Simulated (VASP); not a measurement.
Write the native input for VASP 6.6.1 that does the following.

| Item | Value |
| --- | --- |
| Task | single point |
| Functional | PBEsol |
| Potentials or basis | VASP PAW PBE potentials, release 64 (Al, Ga_d, N) |
| Cutoff | 520 eV |
| k mesh | 6 × 8 × 6 |
| Occupations | gaussian, width 0.05 eV |
| Spin | no spin polarisation |
| Dipole correction | no |
| Further INCAR settings | ALGO = Normal; EDIFF = 1e-06; NBANDS = 41 |

The structure of AlGa3N4 lies in POSCAR:

```
AlGa3N4
1.0
    5.2194864674      0.0000000000      0.0001215027
    0.0000000000      3.2124595726      0.0000000000
   -0.0036394751      0.0000000000      5.4784941377
Al Ga N
1 3 4
Direct
    0.0006034227      0.5000000000      0.6673576245
    0.4991167030      0.5000000000      0.3349195796
    0.4990273845      0.0000000000      0.8315570005
    0.9998617813      0.0000000000      0.1661805284
    0.1196687538      0.5000000000      0.3400974154
    0.1176459792      0.0000000000      0.8263760592
    0.6204436392      0.0000000000      0.1662162869
    0.6312323464      0.5000000000      0.6672965055
```

This cell differs from its parent crystal: strain +0.015 along x and y, +0.000 along z.

The input as run:

INCAR

```
  PREC = Accurate
  ENCUT = 520
  EDIFF = 1E-6
  ISMEAR = 0
  SIGMA = 0.05
  LREAL = False
  LASPH = True
  NELM = 60
  ALGO = Normal
  ISIF = 2
  LWAVE = False
  LCHARG = False
  GGA = PS
  NBANDS = 41
```

KPOINTS

```
regular mesh
0
Gamma
  6 8 6
```

Potentials or basis: VASP PAW PBE potentials, release 64 (Al, Ga_d, N).

Run with:

```bash
$ cat potpaw_PBE.64/Al/POTCAR potpaw_PBE.64/Ga_d/POTCAR potpaw_PBE.64/N/POTCAR > POTCAR
$ mpirun -np 1 vasp_std > vasp.out
```

Results of the run:

```json
{
 "Pressure": "-5.5 GPa",
 "Largest force": "0.155 eV/Å",
 "Band gap on the k mesh": "2.15 eV, direct"
}
```

Caveat: the cell differs from its parent crystal (strain +0.015 along x and y, +0.000 along z); the PAW data sets were made with another functional, which shifts forces and pressure a little.

Run time: 6.3 min on 1 thread of Oxide Virtual Turin-like Processor, on a shared host, peak memory 0.37 GiB.
